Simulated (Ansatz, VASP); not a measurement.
## As: VASP beside Ansatz

```
CELL_PARAMETERS angstrom
3.43900 0.00000 0.00000
-1.71950 2.97826 0.00000
0.00000 0.00000 28.00000
ATOMIC_POSITIONS crystal
As 0.33333 0.66667 0.52661
As 0.66667 0.33333 0.47339
```

Alike in both runs: task single point; functional PBE; k mesh 9 × 9 × 1; occupations gaussian, width 0.02 eV; no spin polarisation.

```csv
,VASP,Ansatz
version,VASP 6.6.1,Ansatz 0.2.0
potentials or method,"VASP PAW PBE potentials, release 64 (As_d), cutoff 400 eV","scalar-relativistic, plane waves, PAW"
valence electrons in the cell,30,30
```

|  | VASP | Ansatz | Ansatz less VASP |
| --- | --- | --- | --- |
| gap on the k mesh at the Fermi level (eV) | 0.73 | 0.73 | -0.009 |
| least direct gap on the mesh (eV) | 2.18 | 2.18 | -0.003 |
| rms of the force components (eV/Å) | 0.405 | 0.418 | +0.0128 |

Atom by atom the forces differ by 0.013 eV/Å (rms over components).
